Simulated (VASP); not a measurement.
Crystal: Ni2H.

```
CELL_PARAMETERS angstrom
2.64300 0.00000 0.00000
-1.32150 2.28891 0.00000
0.00000 0.00000 4.30800
ATOMIC_POSITIONS crystal
Ni 0.33333 0.66667 0.26100
Ni 0.66667 0.33333 0.79600
H 0.00000 0.00000 0.02800
```

Base run:

| Item | Value |
| --- | --- |
| Program | VASP 6.6.1 |
| Functional | PBEsol |
| Potentials or basis | VASP PAW PBE potentials, release 64 (Ni, H) |
| Cutoff | 520 eV |
| k mesh | 12 × 12 × 6 |
| Occupations | fermi-dirac, width 0.05 eV |
| Spin | collinear spin, ferromagnetic start |
| Starting moments | [0.6, 0.6, 0.0] μB |
| Fixed moment | 1.2 μB |

Its results: pressure -15.3 GPa; site moments Ni +0.60; H +0.00 μB; largest force 1.074 eV/Å.

Question: The run is repeated on the same cell with these changes: fixed moment from 1.2 μB to 2.4 μB; moments at the start from [0.6, 0.6, 0.0] to [1.2, 1.2, 0.0]. What comes out?

Answer: Pressure -9.3 GPa; site moments Ni +1.14; H +0.02 μB; largest force 1.280 eV/Å.

Caveats: the cell stands under tension; the PAW data sets were made with another functional, which shifts forces and pressure a little; the total moment is fixed, so each spin has its own Fermi level and the state may be an excited one.
